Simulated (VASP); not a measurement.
**InAs: single point with PBE-based screened hybrid**

InAs:

```xyz
2
Lattice="0.0000 3.0180 3.0180 3.0180 0.0000 3.0180 3.0180 3.0180 0.0000" Properties=species:S:1:pos:R:3 pbc="T T T"
In    0.0000    0.0000    0.0000
As    4.5270    4.5270    4.5270
```

```
Program                            : VASP 6.6.1
Task                               : single point
Functional                         : PBE-based screened hybrid
Potentials or basis                : VASP PAW PBE potentials, release 64 (In_d, As)
Cutoff                             : 520 eV
k mesh                             : 4 × 4 × 4
Occupations                        : fermi-dirac, width 0.05 eV
Spin                               : no spin polarisation
Dipole correction                  : no
Grid for exact exchange (PRECFOCK) : Normal
Share of exact exchange            : 0.3
Further INCAR settings             : ALGO = Normal; EDIFF = 1e-06; NBANDS = 16
Screening parameter                : 0.2 1/Å
```

```
Pressure               : 1.8 GPa
Band gap on the k mesh : 0.81 eV, direct
```

Levels at points of the mesh, in eV from the valence-band top:
| k point | band 5 | band 6 | band 7 | band 8 | band 9 | band 10 | band 11 | band 12 | band 13 | band 14 |
| --- | --- | --- | --- | --- | --- | --- | --- | --- | --- | --- |
| (0.00, 0.00, 0.00) | -16.36 | -13.28 | 0.00 | 0.00 | 0.00 | 0.81 | 4.87 | 4.87 | 4.87 | 8.73 |
| (0.50, 0.00, 0.00) | -16.36 | -11.62 | -6.37 | -1.09 | -1.09 | 1.88 | 5.65 | 5.65 | 7.93 | 10.40 |
| (0.50, 0.50, 0.00) | -16.34 | -11.00 | -6.43 | -2.58 | -2.58 | 2.27 | 2.91 | 10.63 | 10.82 | 10.82 |

It took 5.9 min on 1 thread of Intel(R) Xeon(R) Platinum 8375C CPU @ 2.90GHz (Ice Lake) (shared host), peak memory 0.28 GiB.

Caveat: the k points lie up to 0.45 Å⁻¹ apart; the PAW data sets were made with another functional, which shifts forces and pressure a little; spin-orbit coupling is left out, which moves the levels of the heavy elements.
